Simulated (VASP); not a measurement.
A run of VASP 6.6.1:

File INCAR:

```
SYSTEM = SbAs
PREC = Accurate
ENCUT = 520
EDIFF = 1E-7
ISMEAR = -1
SIGMA = 0.05
LREAL = .False.
LASPH = .True.
NELM = 100
ALGO = Normal
ISIF = 2
LWAVE = .False.
LCHARG = .False.
GGA = PS
NBANDS = 12
```

Contents of KPOINTS:

```
regular mesh
0
Gamma
  11 11 11
  0 0 0
```

File POSCAR:

```
SbAs
1.0
    2.0194357829      1.1659217929      3.6243311845
   -2.0194357829      1.1659217929      3.6243311845
    0.0000000000     -2.3318435858      3.6243311845
Sb As
1 1
Direct
    0.5000000000      0.5000000000      0.5000000000
    0.0000000000      0.0000000000      0.0000000000
```

Potentials or basis: VASP PAW PBE potentials, release 64 (Sb, As).

The run is started by

```console
$ cat potpaw_PBE.64/Sb/POTCAR potpaw_PBE.64/As/POTCAR > POTCAR
$ mpirun -np 1 vasp_std > vasp.out
```

Hardware: 1 thread of Intel Xeon 8259CL, with other jobs on the host.

Problem. Estimate the wall time of this run.

Solution. It took 110 s on 1 thread of Intel Xeon 8259CL (shared host), peak memory 0.25 GiB. Counts: scf iterations 13, k points 146.
